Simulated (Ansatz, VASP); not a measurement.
## Al2Ga3Sb3 in VASP and in Ansatz

```xyz
8
Lattice="4.5478 0.0000 0.0000 -2.2739 3.9385 0.0000 0.0000 0.0000 10.8258" Properties=species:S:1:pos:R:3 pbc="T T T"
Al    2.2739    1.3128    7.0652
Al    2.2739    1.3128    3.7606
Ga    0.0000    2.6257    5.4129
Ga    2.2739    1.3128    0.0000
Ga    0.0000    0.0000    5.4129
Sb    0.0000    0.0000    2.4708
Sb    0.0000    0.0000    8.3550
Sb    0.0000    2.6257    0.0000
```

Alike in both runs: functional PBE; k mesh 4 × 4 × 2; occupations gaussian, width 0.2 eV; no spin polarisation.

Ansatz relaxed the structure, and its values are those at the end. VASP's run is a single point on that final structure, the one shown.

|  | VASP | Ansatz |
| --- | --- | --- |
| version | VASP 6.6.1 | Ansatz 0.2.0 |
| potentials or method | VASP PAW PBE potentials, release 64 (Al, Ga_d, Sb), cutoff 520 eV | scalar-relativistic, plane waves, PAW |
| valence electrons in the cell | 60 | 90 |

```csv
,VASP,Ansatz,Ansatz less VASP
gap on the k mesh at the Fermi level (eV),none,none,-
pressure (GPa),-0.1,-0.2,-0.04
rms of the force components (eV/Å),0.013,0.016,+0.0023
```

A gap of «none» marks a metal or a gap that the smearing closes. The functional is the same, so the differences come from potentials, cutoffs and numerics. VASP's potentials hold 60 valence electrons a cell and Ansatz's 90, so a difference there can come from the potentials and not from the codes.

The k mesh is coarse, so the values compare programs but aren't converged. Spin-orbit coupling is off throughout.
